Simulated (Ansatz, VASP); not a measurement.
Two plane-wave programs on SiC

```
Si C
1.0
     3.07600    0.00000    0.00000
    -1.53800    2.66389    0.00000
     0.00000    0.00000    5.04800
Si C
2 2
Direct
  0.33333 0.66667 0.00000
  0.66667 0.33333 0.50000
  0.33333 0.66667 0.38500
  0.66667 0.33333 0.88500
```

Alike in both runs: task single point; functional PBE; k mesh 6 × 6 × 4; no spin polarisation.

|  | VASP | Ansatz |
| --- | --- | --- |
| version | VASP 6.6.1 | Ansatz 0.2.0 |
| potentials or method | VASP PAW PBE potentials, release 64 (Si, C), cutoff 600 eV | plane waves, PAW |
| occupations | gaussian, width 0.01 eV | fixed |
| valence electrons in the cell | 16 | 16 |

```tsv
	VASP	Ansatz	Ansatz less VASP
gap on the k mesh at the Fermi level (eV)	2.32	2.32	+0.003
```
